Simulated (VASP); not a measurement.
Write the native input for VASP 6.6.1 that does the following.

| Property | Result |
| --- | --- |
| Task | single point |
| Functional | PBE |
| Potentials or basis | VASP PAW PBE potentials, release 64 (W_sv, Cl, F) |
| Cutoff | 520 eV |
| k mesh | 6 × 6 × 6 |
| Occupations | gaussian, width 0.02 eV |
| Spin | no spin polarisation |
| Dipole correction | no |
| Further INCAR settings | ALGO = Normal; EDIFF = 1e-07; NBANDS = 37 |

The structure of WCl4F2 lies in POSCAR:

```
WCl4F2
1.0
   -3.7547064644      3.7547064644      4.2634417695
    3.7547064644     -3.7547064644      4.2634417695
    3.7547064644      3.7547064644     -4.2634417695
W Cl F
1 4 2
Direct
    0.0000000000      0.0000000000      0.0000000000
    0.7835172461      0.2164827539      0.0000000000
    0.7835172461      0.7835172461      0.5670344922
    0.2164827539      0.2164827539      0.4329655078
    0.2164827539      0.7835172461      0.0000000000
    0.7810341358      0.7810341358      0.0000000000
    0.2189658642      0.2189658642      0.0000000000
```

These files were run (other wordings do the same):

INCAR

```
SYSTEM = WCl4F2
PREC = Accurate ; ENCUT = 520
EDIFF = 1E-7 ; ISMEAR = 0
SIGMA = 0.02 ; LREAL = .False.
LASPH = .True. ; NELM = 60
ALGO = Normal ; ISIF = 2
LWAVE = .False. ; LCHARG = .False.
GGA = PE ; NBANDS = 37
```

KPOINTS

```
Automatic mesh
0
Gamma
  6 6 6
  0 0 0
```

Potentials or basis: VASP PAW PBE potentials, release 64 (W_sv, Cl, F).

Run with:

```console
$ cat potpaw_PBE.64/W_sv/POTCAR potpaw_PBE.64/Cl/POTCAR potpaw_PBE.64/F/POTCAR > POTCAR
$ mpirun -np 1 vasp_std > vasp.out
```

It gave:

```
Pressure               : 0.2 GPa
Largest force          : 0.368 eV/Å
Band gap on the k mesh : 1.74 eV (least direct gap 1.77 eV)
```

Caveat: spin-orbit coupling is left out, which moves the levels of the heavy elements; this functional lacks dispersion, which binds layers or chains, so the pressure and a relaxed spacing across them are unreliable.

It took 4.4 min on 1 thread of Intel(R) Xeon(R) Platinum 8559C (Emerald Rapids), on a shared host, peak memory 0.54 GiB.
